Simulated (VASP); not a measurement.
# BN (P6_3mc) in VASP: further runs

Runs on BN. Level: PBE. Tasks: G0W0 quasiparticle levels.

Everything below comes from runs of VASP 6.6.1. Logs are shortened: lines on timing, memory, paths and dates and some standing lists are left out, and cuts for length are marked.

### Step 1. The cell of the first run

It takes space group P6_3mc (No. 186, hexagonal). Conventional cell: a = 2.544 Å, b = 2.544 Å, c = 4.208 Å, α = 90.00°, β = 90.00°, γ = 120.00°. Within 2.1 Å of B (site symmetry 3m) lie 4 N at 1.56 to 1.58 Å. N (site symmetry 3m) has 4 B at 1.56 to 1.58 Å within 2.1 Å.

### Step 2. G0W0 quasiparticle levels, PBE

The input, POSCAR:

```
BN
1.0
    2.5439499968      0.0000000000      0.0000000000
   -1.2719749984      2.2031253232      0.0000000000
    0.0000000000      0.0000000000      4.2078153299
B N
2 2
Direct
    0.3333333333      0.6666666667      0.0002034648
    0.6666666667      0.3333333333      0.5002034648
    0.3333333333      0.6666666667      0.3747965352
    0.6666666667      0.3333333333      0.8747965352
```

The input, INCAR.step1:

```
ALGO = Normal ; EDIFF = 1E-8
ENCUT = 500 ; GGA = PE
ISMEAR = 0 ; LASPH = True
LCHARG = False ; LREAL = False
LWAVE = True ; NELM = 60
PREC = Accurate ; SIGMA = 0.01
```

The input, INCAR.step2:

```
ALGO = Exact ; EDIFF = 1E-8
ENCUT = 500 ; GGA = PE
ISMEAR = 0 ; ISTART = 1
LASPH = True ; LCHARG = False
LOPTICS = True ; LREAL = False
LWAVE = True ; NBANDS = 46
NELM = 1 ; PREC = Accurate
SIGMA = 0.01
```

The input, INCAR.step3:

```
ALGO = EVGW0 ; EDIFF = 1E-8
ENCUT = 500 ; ENCUTGW = 80.0
GGA = PE ; ISMEAR = 0
ISTART = 1 ; LASPH = True
LCHARG = False ; LREAL = False
LWAVE = False ; NBANDS = 46
NBANDSGW = 16 ; NELMGW = 1
NOMEGA = 96 ; OMEGAMAX = 20
PREC = Accurate ; PRECFOCK = Fast
SIGMA = 0.01
```

The input, KPOINTS:

```
k-points
0
Gamma
  9 9 4
```

Potentials or basis: VASP PAW PBE potentials, release 64 (B_GW, N_GW).

On the command line:

```sh
$ cat potpaw_PBE.64/B_GW/POTCAR potpaw_PBE.64/N_GW/POTCAR > POTCAR
$ cp INCAR.step1 INCAR
$ mpirun -np 1 vasp_std > vasp.out
$ cp INCAR.step2 INCAR
$ mpirun -np 1 vasp_std > vasp.out
$ cp INCAR.step3 INCAR
$ mpirun -np 1 vasp_std > vasp.out
```

OUTCAR:

```text
EDIFF = 1E-8
   ENCUT = 500
   ENCUTGW = 80.0
   GGA = PE
   ISMEAR = 0
   ISTART = 1
   LASPH = True
   LREAL = False
   NELMGW = 1
   PREC = Accurate
   PRECFOCK = Fast

 ion  position               nearest neighbor table
   1  0.333  0.667  0.000-   4 1.56   4 1.56   4 1.56   3 1.58
   2  0.667  0.333  0.500-   3 1.56   3 1.56   3 1.56   4 1.58
   3  0.333  0.667  0.375-   2 1.56   2 1.56   2 1.56   1 1.58
   4  0.667  0.333  0.875-   1 1.56   1 1.56   1 1.56   2 1.58

  LATTYP: Found a hexagonal cell.
 ALAT       =     2.5439499968
 C/A-ratio  =     1.6540479708

  Lattice vectors:

 A1 = (   2.5439499968,   0.0000000000,   0.0000000000)
 A2 = (  -1.2719749984,   2.2031253232,   0.0000000000)
 A3 = (   0.0000000000,   0.0000000000,   4.2078153299)

Analysis of symmetry for initial positions (statically):
=====================================================================
 Subroutine PRICEL returns:
 Original cell was already a primitive cell.

 Routine SETGRP: Setting up the symmetry group for a
 hexagonal supercell.

 Subroutine GETGRP returns: Found 12 space group operations
 (whereof  6 operations were pure point group operations)
 out of a pool of 24 trial point group operations.

The static configuration has the point symmetry C_3v.
 The point group associated with its full space group is C_6v.

Analysis of symmetry for dynamics (positions and initial velocities):
=====================================================================
 Subroutine PRICEL returns:
 Original cell was already a primitive cell.

 Routine SETGRP: Setting up the symmetry group for a
 hexagonal supercell.

 Subroutine GETGRP returns: Found 12 space group operations
 (whereof  6 operations were pure point group operations)
 out of a pool of 24 trial point group operations.

The dynamic configuration has the point symmetry C_3v.
 The point group associated with its full space group is C_6v.

 Subroutine INISYM returns: Found 12 space group operations
 (whereof  6 operations are pure point group operations),
 and found     1 'primitive' translations

----------------------------------------------------------------------------------------

                                     Primitive cell

  volume of cell :      23.5833

  direct lattice vectors                    reciprocal lattice vectors
     2.543949997  0.000000000  0.000000000     0.393089487  0.226950321  0.000000000
    -1.271974998  2.203125323  0.000000000     0.000000000  0.453900643  0.000000000
     0.000000000  0.000000000  4.207815330     0.000000000  0.000000000  0.237653015

  length of vectors
     2.543949997  2.543949997  4.207815330     0.453900643  0.453900643  0.237653015

  position of ions in fractional coordinates (direct lattice)
     0.333333333  0.666666667  0.000203465
     0.666666667  0.333333333  0.500203465
     0.333333333  0.666666667  0.374796535
     0.666666667  0.333333333  0.874796535

  ion indices of the primitive-cell ions
   primitive index   ion index
                 1           1
                 2           2
                 3           3
                 4           4

----------------------------------------------------------------------------------------

 KPOINTS: k-points

Automatic generation of k-mesh.
 Grid dimensions read from file:
 generate k-points for:    9    9    4

 Generating k-lattice:

  Cartesian coordinates                     Fractional coordinates (reciprocal lattice)
     0.043676610  0.025216702  0.000000000     0.111111111 -0.000000000  0.000000000
     0.000000000  0.050433405  0.000000000     0.000000000  0.111111111  0.000000000
     0.000000000  0.000000000  0.059413254     0.000000000  0.000000000  0.250000000

  Length of vectors
     0.050433405  0.050433405  0.059413254

  Shift w.r.t. Gamma in fractional coordinates (k-lattice)
     0.000000000  0.000000000  0.000000000

 Subroutine IBZKPT returns following result:
 ===========================================

 Found     36 irreducible k-points:

 Following reciprocal coordinates:
            Coordinates               Weight
  0.000000  0.000000  0.000000      1.000000
  0.111111  0.000000  0.000000      6.000000
  0.222222 -0.000000  0.000000      6.000000
  0.333333 -0.000000  0.000000      6.000000
  0.444444 -0.000000  0.000000      6.000000
  0.111111  0.111111  0.000000      6.000000
[... 16 lines left out ...]
  0.333333  0.222222  0.250000     24.000000
  0.333333  0.333333  0.250000      4.000000
 [... further k-points ...]
   k-points           NKPTS =     36   k-points in BZ     NKDIM =    324   number of bands    NBANDS=     46
   number of dos      NEDOS =    301   number of ions     NIONS =      4
   total plane-waves  NPLWV =  12800
   dimension x,y,z NGX =    20 NGY =   20 NGZ =   32
   dimension x,y,z NGXF=    40 NGYF=   40 NGZF=   64
   ions per type =               2   2
   NGX,Y,Z   is equivalent  to a cutoff of  13.07, 13.07, 12.64 a.u.
   NGXF,Y,Z  is equivalent  to a cutoff of  26.14, 26.14, 25.29 a.u.
 SYSTEM =  unknown system
   PREC   = accura    normal or accurate (medium, high low for compatibility)
   ISTART =      1    job   : 0-new  1-cont  2-samecut
   ICHARG =      0    charge: 1-file 2-atom 10-const
   ISPIN  =      1    spin polarized calculation?
   LNONCOLLINEAR =      F non collinear calculations
   LSORBIT =      F    spin-orbit coupling
   LASPH  =      T    aspherical Exc in radial PAW
   ENCUT  =  500.0 eV  36.75 Ry    6.06 a.u.   4.64  4.64  7.67*2*pi/ulx,y,z
   NELM   =     60;   NELMIN=  2; NELMDL=  0     # of ELM steps
   EDIFF  = 0.1E-07   stopping-criterion for ELM
   LREAL  =      F    real-space projection
   EDIFFG = 0.1E-06   stopping-criterion for IOM
   NSW    =      0    number of steps for IOM
   IBRION =     -1    ionic relax: 0-MD 1-quasi-New 2-CG
   NFREE  =      0    steps in history (QN), initial steepest desc. (CG)
   ISIF   =      0    stress and relaxation
   ISYM   =      3    0-nonsym 1-usesym 2-fastsym
   POTIM  = 0.5000    time-step for ionic-motion
   TEBEG  =    0.0;   TEEND  =   0.0 temperature during run
   PSTRESS=    0.0 pullay stress
   NELECT =      16.0000    total number of electrons
   NUPDOWN=      -1.0000    fix difference up-down
   EMIN   =  10.00;   EMAX   =-10.00  energy-range for DOS
   EFERMI =   0.00;   METHOD = LEGACY
   ISMEAR =     0;   SIGMA  =   0.01  broadening in eV -4-tet -1-fermi 0-gaus
   EFERMI_NEDOS =   21; number of points for ismear=-14 and -15
   IALGO  =     38    algorithm
   IMIX   =      4    mixing-type and parameters
     AMIX     =   0.40;   BMIX     =  1.00
     AMIX_MAG =   1.60;   BMIX_MAG =  1.00
  volume/ion in A,a.u.               =       5.90        39.79
  Fermi-wavevector in a.u.,A,eV,Ry     =   1.438512  2.718393 28.154745  2.069315
  Thomas-Fermi vector in A             =   2.557470
   LORBIT       =      0    0 simple, 1 ext, 2 COOP (PROOUT), +10 PAW based schemes
   GGA     = PE    functional components
   LHFCALC =     T    Hartree Fock is set to
   PRECFOCK=fast      Normal, Fast or Accurate (Low or Medium for compatibility)
   ENCUT4O =  -1.0   cutoff for four orbital integrals eV
   NKREDX  =     1    reduce k-point grid by
   NKREDY  =     1    reduce k-point grid by
   NKREDZ  =     1    reduce k-point grid by
   AEXX    =    1.0000 exact exchange contribution
   HFSCREEN=    0.0000 screening length (either q_TF or 0.3 A-1)
   HFSCREENC=   0.0000 screening length for correlation (either q_TF or 0.3 A-1)
   ENCUTFOCK=  -1.0 apply spherical cutoff to Coloumb kernel
   IVDW    =     0    specifies the selected vdW correction
   LEPSILON=     F    determine dielectric tensor
   LRPA    =     F    only Hartree local field effects (RPA)
   LRPAFORCE           =     F    calculate RPA forces
   ENCUTGW             =  80.0    cutoff for response function in eV
   ENCUTGWSOFT         =  64.0    soft cutoff for Coulomb kernel in GW response function in eV
   ENCUTLF             =  -1.0    cutoff for local field effects
   NELMGW              =     1    number of iterations in solving QP/BSE equation
   NELMHF              =     1    number of iterations in the inner HF iteration
   NKREDLFX            =     1    NKREDLFY  =   1   NKREDLFZ  =   1
 non-spin polarized calculation
 Gauss-broadening in eV      SIGMA  =   0.01
  energy-cutoff  :      500.00
  volume of cell :       23.58
 maximum number of plane-waves:       610
 NGX is ok and might be reduce to    20
  NGX = 12; NGY = 12; NGZ = 20
   NGX =  9   NGY =  9   NGZ = 15
 maximum number of plane-waves:        44
 NGX is ok and might be reduce to    10

 QP shifts <psi_nk| G(iteration)W_0 |psi_nk>: iteration 1
 for sc-GW calculations column KS-energies equals QP-energies in previous step
 and V_xc(KS)=  KS-energies - (<T + V_ion + V_H > + <T+V_H+V_ion>^1  + <V_x>^1)

 k-point   1 :       0.0000    0.0000    0.0000
  band No.  KS-energies  QP-energies   sigma(KS)   V_xc(KS)     V^pw_x(r,r')   Z            occupation Imag(sigma)

      1     -12.7902     -14.4062     -17.5649     -15.5006     -26.5190       0.7828       2.0000       1.3427
      2      -8.6275      -9.8339     -18.4364     -16.8462     -26.7665       0.7587       2.0000       0.7512
      3      -3.3009      -4.5435     -16.1134     -14.4706     -21.6946       0.7564       2.0000       0.1385
      4       5.5093       5.0550     -17.9542     -17.4025     -21.6011       0.8237       2.0000       0.0355
      5       5.5093       5.0550     -17.9542     -17.4025     -21.6011       0.8237       2.0000       0.0355
      6       7.3706       7.1701     -18.4390     -18.1981     -21.7323       0.8324       2.0000       0.0316
[... 8 lines left out ...]
     15      19.5628      21.6270     -12.1818     -14.6804      -7.0068       0.8261       0.0000      -0.0520
     16      23.8947      26.1137     -13.6339     -16.4718      -7.3984       0.7819       0.0000      -0.1072

 k-point   2 :       0.1111    0.0000    0.0000
  band No.  KS-energies  QP-energies   sigma(KS)   V_xc(KS)     V^pw_x(r,r')   Z            occupation Imag(sigma)

      1     -12.5217     -14.1048     -17.5713     -15.5455     -26.4838       0.7815       2.0000       1.3040
      2      -8.4228      -9.6160     -18.4835     -16.9057     -26.7655       0.7563       2.0000       0.7154
      3      -3.0349      -4.2683     -16.1452     -14.5189     -21.6423       0.7584       2.0000       0.1281
      4       4.3327       3.7087     -17.6561     -16.8942     -21.4889       0.8190       2.0000       0.0407
      5       5.0304       4.5151     -17.7868     -17.1600     -21.4954       0.8221       2.0000       0.0373
      6       6.6593       6.3338     -18.3931     -17.9998     -21.8976       0.8275       2.0000       0.0343
[... 8 lines left out ...]
     15      20.3274      22.4630     -12.3556     -14.9604      -7.0219       0.8199       0.0000      -0.0572
     16      23.4804      25.5796     -13.2599     -15.9183      -7.2319       0.7896       0.0000      -0.0969

 k-point   3 :       0.2222   -0.0000    0.0000
  band No.  KS-energies  QP-energies   sigma(KS)   V_xc(KS)     V^pw_x(r,r')   Z            occupation Imag(sigma)

      1     -11.7324     -13.2303     -17.6093     -15.6912     -26.3956       0.7809       2.0000       1.1900
      2      -7.8651      -9.0289     -18.6447     -17.0917     -26.7891       0.7494       2.0000       0.6263
      3      -2.2566      -3.4634     -16.2454     -14.6731     -21.5041       0.7675       2.0000       0.1044
      4       1.8323       0.9084     -17.1960     -16.0488     -21.5614       0.8053       2.0000       0.0550
      5       4.0582       3.4264     -17.5474     -16.7745     -21.4254       0.8175       2.0000       0.0419
      6       4.4803       3.8461     -18.0716     -17.2962     -22.0244       0.8178       2.0000       0.0422
[... 394 lines left out ...]
      1      -8.2296      -9.4266     -18.4108     -16.8171     -26.5639       0.7511       2.0000       0.6648
      2      -7.1936      -8.3259     -18.8497     -17.3384     -26.8183       0.7492       2.0000       0.5366
      3      -1.6164      -2.8084     -16.5856     -15.0456     -21.7821       0.7740       2.0000       0.0949
      4      -0.6446      -1.7801     -16.9152     -15.4674     -21.9228       0.7842       2.0000       0.0794
      5       0.4588      -0.5858     -16.8095     -15.4969     -21.4353       0.7958       2.0000       0.0650
      6       2.2850       1.4359     -17.0270     -15.9774     -21.1815       0.8089       2.0000       0.0514
[... 8 lines left out ...]
     15      23.4103      25.6430     -13.0099     -15.8350      -6.8459       0.7903       0.0000      -0.0977
     16      24.3095      26.6535     -13.4724     -16.4633      -7.1774       0.7837       0.0000      -0.1117

 k-point  24 :       0.3333    0.3333    0.2500
  band No.  KS-energies  QP-energies   sigma(KS)   V_xc(KS)     V^pw_x(r,r')   Z            occupation Imag(sigma)

      1      -7.4042      -8.5528     -18.7896     -17.2574     -26.8056       0.7497       2.0000       0.5635
      2      -7.4042      -8.5528     -18.7896     -17.2574     -26.8056       0.7497       2.0000       0.5635
      3      -1.2215      -2.3517     -16.0701     -14.6262     -20.8651       0.7828       2.0000       0.0827
      4      -0.6012      -1.7589     -17.0480     -15.5693     -22.1457       0.7829       2.0000       0.0805
      5      -0.6012      -1.7589     -17.0480     -15.5693     -22.1457       0.7829       2.0000       0.0805
      6       1.3633       0.4200     -16.6537     -15.4800     -20.9136       0.8036       2.0000       0.0563
[... 8 lines left out ...]
     15      24.0609      26.4010     -13.4835     -16.4753      -7.1175       0.7822       0.0000      -0.1109
     16      24.0609      26.4010     -13.4835     -16.4753      -7.1175       0.7822       0.0000      -0.1109

 [... further k-points ...]
```

Wall time 4.7 min (1 thread of Intel Xeon 6975P-C (Granite Rapids), shared host); peak memory 0.43 GiB.

Results:

- Quasiparticle gap: 6.36 eV
- Least direct quasiparticle gap: 10.05 eV
- Band gap of the starting levels on the mesh: 5.19 eV
- Least direct gap of the starting levels on the mesh: 8.29 eV

Caveat: the k points lie up to 0.37 Å⁻¹ apart; bands, screening cutoff and mesh are small and nothing is extrapolated, so the quasiparticle values aren't converged; the structure was generated, so it needn't be the stable form of BN.

(Continued in part 2 of 2.)
